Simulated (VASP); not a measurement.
A run of VASP 6.6.1:

File INCAR:

```
PREC = Accurate
ENCUT = 520
EDIFF = 1E-6
ISMEAR = -1
SIGMA = 0.146
LREAL = Auto
LASPH = T
NELM = 100
ALGO = Normal
ISIF = 2
LWAVE = F
LCHARG = F
GGA = PS
NBANDS = 78
```

File KPOINTS:

```
Automatic mesh
0
Gamma
  2 2 2
```

File POSCAR:

```
SrO
1.0
    0.0000000000      5.1597854332      5.1597854332
    5.1597854332      0.0000000000      5.1597854332
    5.1597854332      5.1597854332      0.0000000000
Sr O
8 8
Direct
    0.2558850590      0.2556040396      0.2344963789
    0.2435002417      0.2499956668      0.7467789213
    0.2543516619      0.7387698673      0.2480529504
    0.2557210018      0.7487889855      0.7459605733
    0.7605918988      0.2527122526      0.2517498095
    0.7482992365      0.2489844814      0.7484432347
    0.7333936748      0.7727608157      0.2514974735
    0.7473881521      0.7528199671      0.7645280121
   -0.0124576886     -0.0118130881      0.0192779334
   -0.0028202723     -0.0296938704      0.5205125358
    0.0108769058      0.4624755294      0.0154280640
   -0.0055936435      0.5127606631      0.5057016486
    0.5095020973     -0.0258345045      0.0162232521
    0.4812395849     -0.0390273981      0.5195702486
    0.4918176410      0.5218390444     -0.0081064417
    0.5321956767      0.4973738798      0.4579018896
```

Potentials or basis: VASP PAW PBE potentials, release 64 (Sr_sv, O).

Run with:

```bash
$ cat potpaw_PBE.64/Sr_sv/POTCAR potpaw_PBE.64/O/POTCAR > POTCAR
$ mpirun -np 1 vasp_std > vasp.out
```

Hardware: 1 thread of Intel(R) Xeon(R) 6975P-C (Granite Rapids), on a shared host.

Question: Estimate the wall time of this run.

Answer: Wall time 3.2 min on 1 thread of Intel(R) Xeon(R) 6975P-C (Granite Rapids), with other jobs on the host, peak memory 0.43 GiB. Counts: scf iterations 16, k points 8.
